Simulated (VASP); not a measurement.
A run of VASP 6.6.1 is set up as follows.

Contents of INCAR:

```
ALGO = Normal ; DIPOL = 0.5 0.5 0.336
EDIFF = 1E-6 ; ENCUT = 520
GGA = CA ; IDIPOL = 3
ISIF = 2 ; ISMEAR = -1
LASPH = True ; LCHARG = False
LDIPOL = True ; LREAL = False
LWAVE = False ; NBANDS = 18
NELM = 100 ; PREC = Accurate
SIGMA = 0.02
```

Contents of KPOINTS:

```
k-points
0
Gamma
  6 6 1
```

File POSCAR:

```
As
1.0
    4.2899033097      0.0000000000      0.0000000000
    0.0000000000      3.7056077722      0.0000000000
    0.0000000000      0.0000000000     28.2703730404
As
4
Direct
    0.0565837893      0.0000000000      0.3783315688
    0.4434162107      0.5000000000      0.3783315688
    0.5565837893      0.5000000000      0.2937501180
    0.9434162107      0.0000000000      0.2937501180
```

Potentials or basis: VASP PAW LDA potentials, release 64 (As).

The run is started by

```sh
$ cat potpaw_LDA.64/As/POTCAR > POTCAR
$ mpirun -np 1 vasp_std > vasp.out
```

(1) Predict the largest force.

Answers

(1) 0.084 eV/Å.
